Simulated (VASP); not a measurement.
# GaBO6 (Fm-3m) in VASP: notebook

GaBO6 is run at these levels: PBE; tasks: single point, relaxation of cell and atoms.

Program: VASP 6.6.1. These are calculated values, not measurements. Logs are shortened: lines on timing, memory, paths and dates and some standing lists are left out, and cuts for length are marked.

## (1) The cell of the first run

It takes space group Fm-3m (No. 225, cubic). Conventional cell: a = 7.274 Å, b = 7.274 Å, c = 7.274 Å, α = 90.00°, β = 90.00°, γ = 90.00°. Ga (site symmetry m-3m) has 6 O at 2.20 Å within 2.9 Å. Within 1.9 Å of B (site symmetry m-3m) lie 6 O at 1.44 Å. Within 1.9 Å of O (site symmetry 4mm) lie 1 B at 1.44 Å.

## (2) Single point, PBE

INCAR reads:

```
SYSTEM = GaBO6
  PREC = Accurate
  ENCUT = 520
  EDIFF = 1E-6
  ISMEAR = 0
  SIGMA = 0.1
  LREAL = .False.
  LASPH = .True.
  NELM = 100
  ALGO = Normal
  ISIF = 2
  LWAVE = .False.
  LCHARG = .False.
  GGA = PE
  NBANDS = 36
```

KPOINTS reads:

```
regular mesh
0
Gamma
  4 4 4
  0 0 0
```

POSCAR reads:

```
GaBO6
1.0
    0.0000000000      3.6370054700      3.6370054700
    3.6370054700      0.0000000000      3.6370054700
    3.6370054700      3.6370054700      0.0000000000
Ga B O
1 1 6
Direct
    0.5000000000      0.5000000000      0.5000000000
    0.0000000000      0.0000000000      0.0000000000
    0.8023148100      0.1976851900      0.1976851900
    0.1976851900      0.8023148100      0.8023148100
    0.1976851900      0.8023148100      0.1976851900
    0.8023148100      0.1976851900      0.8023148100
    0.1976851900      0.1976851900      0.8023148100
    0.8023148100      0.8023148100      0.1976851900
```

Potentials or basis: VASP PAW PBE potentials, release 64 (Ga_d, B, O).

On the command line:

```bash
$ cat potpaw_PBE.64/Ga_d/POTCAR potpaw_PBE.64/B/POTCAR potpaw_PBE.64/O/POTCAR > POTCAR
$ mpirun -np 1 vasp_std > vasp.out
```

OUTCAR:

```text
SYSTEM = GaBO6
   PREC = Accurate
   ENCUT = 520
   EDIFF = 1E-6
   ISMEAR = 0
   LREAL = .False.
   LASPH = .True.
   NELM = 100
   ISIF = 2
   GGA = PE

 ion  position               nearest neighbor table
   1  0.500  0.500  0.500-   3 2.20   4 2.20   5 2.20   6 2.20   7 2.20   8 2.20
   2  0.000  0.000  0.000-   3 1.44   4 1.44   5 1.44   6 1.44   7 1.44   8 1.44
   3  0.802  0.198  0.198-   2 1.44   1 2.20
   4  0.198  0.802  0.802-   2 1.44   1 2.20
   5  0.198  0.802  0.198-   2 1.44   1 2.20
   6  0.802  0.198  0.802-   2 1.44   1 2.20
   7  0.198  0.198  0.802-   2 1.44   1 2.20
   8  0.802  0.802  0.198-   2 1.44   1 2.20

  LATTYP: Found a face centered cubic cell.
 ALAT       =     7.2740109400

  Lattice vectors:

 A1 = (   0.0000000000,   3.6370054700,   3.6370054700)
 A2 = (   3.6370054700,   0.0000000000,   3.6370054700)
 A3 = (   3.6370054700,   3.6370054700,   0.0000000000)

Analysis of symmetry for initial positions (statically):
=====================================================================
 Subroutine PRICEL returns:
 Original cell was already a primitive cell.

 Routine SETGRP: Setting up the symmetry group for a
 face centered cubic supercell.

 Subroutine GETGRP returns: Found 48 space group operations
 (whereof 48 operations were pure point group operations)
 out of a pool of 48 trial point group operations.

The static configuration has the point symmetry O_h .

Analysis of symmetry for dynamics (positions and initial velocities):
=====================================================================
 Subroutine PRICEL returns:
 Original cell was already a primitive cell.

 Routine SETGRP: Setting up the symmetry group for a
 face centered cubic supercell.

 Subroutine GETGRP returns: Found 48 space group operations
 (whereof 48 operations were pure point group operations)
 out of a pool of 48 trial point group operations.

The dynamic configuration has the point symmetry O_h .

 Subroutine INISYM returns: Found 48 space group operations
 (whereof 48 operations are pure point group operations),
 and found     1 'primitive' translations

----------------------------------------------------------------------------------------

                                     Primitive cell
[... 88 lines left out ...]
   EDIFFG = 0.1E-04   stopping-criterion for IOM
   NSW    =      0    number of steps for IOM
   IBRION =     -1    ionic relax: 0-MD 1-quasi-New 2-CG
   NFREE  =      0    steps in history (QN), initial steepest desc. (CG)
   ISIF   =      2    stress and relaxation
   ISYM   =      2    0-nonsym 1-usesym 2-fastsym
   POTIM  = 0.5000    time-step for ionic-motion
   TEBEG  =    0.0;   TEEND  =   0.0 temperature during run
   PSTRESS=    0.0 pullay stress
   NELECT =      52.0000    total number of electrons
   NUPDOWN=      -1.0000    fix difference up-down
   EMIN   =  10.00;   EMAX   =-10.00  energy-range for DOS
   EFERMI =   0.00;   METHOD = LEGACY
   ISMEAR =     0;   SIGMA  =   0.10  broadening in eV -4-tet -1-fermi 0-gaus
   EFERMI_NEDOS =   21; number of points for ismear=-14 and -15
   IALGO  =     38    algorithm
   IMIX   =      4    mixing-type and parameters
     AMIX     =   0.40;   BMIX     =  1.00
     AMIX_MAG =   1.60;   BMIX_MAG =  1.00
  volume/ion in A,a.u.               =      12.03        81.16
  Fermi-wavevector in a.u.,A,eV,Ry     =   1.333487  2.519924 24.193697  1.778187
  Thomas-Fermi vector in A             =   2.462341
   LORBIT       =      0    0 simple, 1 ext, 2 COOP (PROOUT), +10 PAW based schemes
   GGA     = PE    functional components
   LHFCALC =     F    Hartree Fock is set to
   AEXX    =    0.0000 exact exchange contribution
   IVDW    =     0    specifies the selected vdW correction
   LEPSILON=     F    determine dielectric tensor
   LRPA    =     F    only Hartree local field effects (RPA)
 non-spin polarized calculation
 Gauss-broadening in eV      SIGMA  =   0.10
  energy-cutoff  :      520.00
  volume of cell :       96.22
 maximum number of plane-waves:      2637
 NGX is ok and might be reduce to    40
   NGX = 19   NGY = 19   NGZ = 19

 number of electron      51.9999979 magnetization

 Free energy of the ion-electron system (eV)
  ---------------------------------------------------
  ext. energy  EPLUGINS =         0.00000000
  ---------------------------------------------------
  free energy    TOTEN  =       -37.37295512 eV

  energy without entropy =      -37.37295512  energy(sigma->0) =      -37.37295512

 E-fermi :   0.2952     XC(G=0):  -9.3571

 val. band max:       -0.1416668665   @ k =   0.5000   0.0000   0.0000
 cond. band min:       0.7850147591   @ k =  -0.2500   0.5000   0.2500
 fundamental gap:      0.9266816256
 Fermi energy:         0.2951876329

 k-point     1 :       0.0000    0.0000    0.0000
  band No.  band energies     occupation
      1     -21.6590      2.00000
      2     -18.1223      2.00000
      3     -18.1223      2.00000
      4     -18.1223      2.00000
      5     -15.8369      2.00000
      6     -15.8369      2.00000
[... 301 lines left out ...]
     35      11.2283      0.00000
     36      13.9729      0.00000

------------------------ aborting loop because EDIFF is reached ----------------------------------------

  FORCE on cell =-STRESS in cart. coord.  units (eV):
  Direction    XX          YY          ZZ          XY          YZ          ZX
  --------------------------------------------------------------------------------------
  -------------------------------------------------------------------------------------
  Total        8.2516813      8.2516813      8.2516813     -0.0000000     -0.0000000     -0.0000000
  in kB      137.4014042    137.4014042    137.4014042     -0.0000000     -0.0000000     -0.0000000
  external PRESSURE =     137.4014042 kB  Pullay stress =       0.0000000 kB

 VOLUME and BASIS-vectors are now :
 -----------------------------------------------------------------------------
  energy-cutoff  :      520.00
  volume of cell :       96.22
      direct lattice vectors                 reciprocal lattice vectors
     0.000000000  3.637005470  3.637005470    -0.137475735  0.137475735  0.137475735
     3.637005470  0.000000000  3.637005470     0.137475735 -0.137475735  0.137475735
     3.637005470  3.637005470  0.000000000     0.137475735  0.137475735 -0.137475735

 POSITION                                       TOTAL-FORCE (eV/Angst)
 -----------------------------------------------------------------------------------
      3.63701      3.63701      3.63701        -0.000000      0.000000     -0.000000
      0.00000      0.00000      0.00000        -0.000000      0.000000     -0.000000
      1.43796      3.63701      3.63701         6.046305      0.000000     -0.000000
      5.83605      3.63701      3.63701        -6.046305      0.000000     -0.000000
      3.63701      1.43796      3.63701        -0.000000      6.046305     -0.000000
      3.63701      5.83605      3.63701        -0.000000     -6.046305     -0.000000
      3.63701      3.63701      1.43796        -0.000000      0.000000      6.046305
      3.63701      3.63701      5.83605        -0.000000      0.000000     -6.046305
 -----------------------------------------------------------------------------------
    total drift:                                0.000000     -0.000000      0.000000

  FREE ENERGIE OF THE ION-ELECTRON SYSTEM (eV)
  ---------------------------------------------------
  free  energy   TOTEN  =       -37.3729551160 eV

  energy  without entropy=      -37.3729551160  energy(sigma->0) =      -37.37295512
```

OSZICAR:

```text
N       E                     dE             d eps       ncg     rms          rms(c)
DAV:   1     0.600984855327E+03    0.60098E+03   -0.25833E+04   632   0.190E+03
DAV:   2     0.341746608672E+02   -0.56681E+03   -0.53772E+03   704   0.545E+02
DAV:   3    -0.380383399828E+02   -0.72213E+02   -0.69557E+02   684   0.159E+02
DAV:   4    -0.409639347539E+02   -0.29256E+01   -0.28946E+01   664   0.359E+01
DAV:   5    -0.410263660811E+02   -0.62431E-01   -0.62404E-01   684   0.473E+00    0.107E+01
DAV:   6    -0.374388967276E+02    0.35875E+01   -0.59970E+00   852   0.309E+01    0.403E+00
DAV:   7    -0.373707117470E+02    0.68185E-01   -0.68097E-01   672   0.533E+00    0.215E+00
DAV:   8    -0.373744200490E+02   -0.37083E-02   -0.10740E-01   696   0.316E+00    0.441E-01
DAV:   9    -0.373729273127E+02    0.14927E-02   -0.19460E-02   892   0.179E+00    0.139E-01
DAV:  10    -0.373730260933E+02   -0.98781E-04   -0.39844E-03   824   0.641E-01    0.536E-02
DAV:  11    -0.373729091505E+02    0.11694E-03   -0.50043E-04   796   0.214E-01    0.240E-02
DAV:  12    -0.373729611529E+02   -0.52002E-04   -0.11411E-04   692   0.949E-02    0.152E-02
DAV:  13    -0.373729553679E+02    0.57850E-05   -0.12751E-05   804   0.403E-02    0.525E-03
DAV:  14    -0.373729551160E+02    0.25183E-06   -0.41934E-06   540   0.159E-02
   1 F= -.37372955E+02 E0= -.37372955E+02  d E =-.433210E-10
```

Wall time 31 s (1 thread of Intel Xeon Platinum 8259CL at 2.50GHz (Skylake/Cascade Lake), shared host); peak memory 0.24 GiB.

What came out:

| Property | Result |
| --- | --- |
| Free energy | -37.3730 eV |
| Pressure | 13.7 GPa |
| Largest force | 6.046 eV/Å |
| Band gap on the k mesh | 0.93 eV, indirect (least direct gap 1.08 eV) |

Forces on the atoms (eV/Å):
```
Ga   0.000  0.000  0.000
B    0.000  0.000  0.000
O    6.046  0.000  0.000
O   -6.046  0.000  0.000
O    0.000  6.046  0.000
O    0.000 -6.046  0.000
O    0.000  0.000  6.046
O    0.000  0.000 -6.046
```

Caveat: forces of over 1 eV/Å act on the atoms, so gaps and moduli don't describe the material at rest. A k mesh can miss the band edges.

(Part 1 of 2 ends here.)
